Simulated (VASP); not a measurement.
Input of a VASP 6.6.1 run:

File INCAR:

```
AGGAC    = 1.0          
AGGAX    = 1.0          
ALDAC    = 0.0          
ALDAX    = 1.0          
ALGO     = Normal         # electronic algorithm
EDIFF    = 1E-6           # SCF threshold, eV
ENCUT    = 520            # plane-wave cutoff, eV
GGA      = B5             # functional
ISIF     = 2              # what is computed and relaxed
ISMEAR   = -1             # smearing method
IVDW     = 13             # dispersion correction
LASPH    = True           # aspherical terms in the spheres
LCHARG   = False          # write CHGCAR
LREAL    = False          # projectors in reciprocal space
LWAVE    = False          # write WAVECAR
NBANDS   = 16             # bands
NELM     = 100            # most SCF steps
PREC     = Accurate       # precision mode
SIGMA    = 0.05           # smearing width, eV
VDW_A1   = 0.44488865   
VDW_A2   = 4.0933009    
VDW_S6   = 1.0          
VDW_S8   = 2.34076671
```

Contents of KPOINTS:

```
k-points
0
Gamma
  11 11 6
```

File POSCAR:

```
Ir
1.0
    2.7422078241      0.0000000000      0.0000000000
   -1.3711039121      2.3748216382      0.0000000000
    0.0000000000      0.0000000000      4.4471448323
Ir
2
Direct
    0.3333333333      0.6666666667      0.2500000000
    0.6666666667      0.3333333333      0.7500000000
```

Potentials or basis: VASP PAW PBE potentials, release 64 (Ir).

Launch:

```sh
$ cat potpaw_PBE.64/Ir/POTCAR > POTCAR
$ mpirun -np 1 vasp_std > vasp.out
```

What does it give for the pressure?

3.0 GPa.

What does it give for the dispersion energy per atom?

-1.756 eV.

Predict the band gap on the k mesh.

zero (band 9 reaches 11.63 eV, above the bottom of band 10 at 8.57 eV).

Stress tensor (GPa, compression positive):
```
2.92 0.00 0.00
0.00 2.92 0.00
0.00 0.00 3.05
```

Caveat: the PAW data sets were made with another functional, which shifts forces and pressure a little; spin-orbit coupling is left out, which moves the levels of the heavy elements; pairwise dispersion overbinds metals, which lowers pressure and volume.
